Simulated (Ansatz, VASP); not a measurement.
## One calculation of Be6Tl, two programs

```
Be Tl
1.0
     4.73608    0.00000    0.00000
     0.00000    4.73608    0.00000
     0.00000    0.00000    4.73608
Be Tl
6 1
Direct
  0.00000 0.50000 0.50000
  0.50000 0.00000 0.50000
  0.50000 0.50000 0.00000
  0.50000 0.00000 0.00000
  0.00000 0.50000 0.00000
  0.00000 0.00000 0.50000
  0.00000 0.00000 0.00000
```

Alike in both runs: functional PBE; k mesh 8 × 8 × 8; occupations gaussian, width 0.1 eV; no spin polarisation.

Ansatz relaxed the structure, and its values are those at the end. VASP's run is a single point on that final structure, the one shown.

|  | VASP | Ansatz |
| --- | --- | --- |
| version | VASP 6.6.1 | Ansatz 0.2.0 |
| potentials or method | VASP PAW PBE potentials, release 64 (Be, Tl_d), cutoff 520 eV | scalar-relativistic, plane waves, PAW |
| valence electrons in the cell | 25 | 25 |

```tsv
	VASP	Ansatz	Ansatz less VASP
gap on the k mesh at the Fermi level (eV)	none	none	-
pressure (GPa)	0.0	0.0	0.00
```

A gap of «none» marks a metal or a gap that the smearing closes.

Spin-orbit coupling is off throughout.
